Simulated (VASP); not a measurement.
Here is a VASP 6.6.1 calculation.

File INCAR:

```
SYSTEM = Na2C3
ALGO = Normal ; EDIFF = 1E-7
ENCUT = 520 ; GGA = PE
ISIF = 2 ; ISMEAR = 0
LASPH = .TRUE. ; LCHARG = .TRUE.
LELF = .TRUE. ; LREAL = .FALSE.
LVHAR = .TRUE. ; LWAVE = .FALSE.
NBANDS = 21 ; NELM = 80
PREC = Accurate ; SIGMA = 0.1
```

Contents of KPOINTS:

```
k-points
0
G
  6 6 6
  0 0 0
```

Contents of POSCAR:

```
Na2C3
1.0
    1.6395759508      0.9466096143      8.5359487113
   -1.6395759508      0.9466096143      8.5359487113
    0.0000000000     -1.8932192353      8.5359487105
Na C
2 3
Direct
    0.9327927042      0.9327927042      0.9327927042
    0.0672072958      0.0672072958      0.0672072958
    0.0000000000      0.0000000000      0.5000000000
    0.5000000000      0.0000000000      0.0000000000
    0.0000000000      0.5000000000      0.0000000000
```

Potentials or basis: VASP PAW PBE potentials, release 64 (Na_pv, C).

Run with:

```console
$ cat potpaw_PBE.64/Na_pv/POTCAR potpaw_PBE.64/C/POTCAR > POTCAR
$ mpirun -np 1 vasp_std > vasp.out
```

(1) What does it give for the band gap on the k mesh?

(2) What does it give for the pressure?

(3) What does it give for the largest force?

## Answers

(1) zero (band 13 reaches 4.36 eV, above the bottom of band 14 at 0.65 eV).

(2) 0.1 GPa.

(3) 0.008 eV/Å.

Caveat: the k points lie up to 0.37 Å⁻¹ apart.
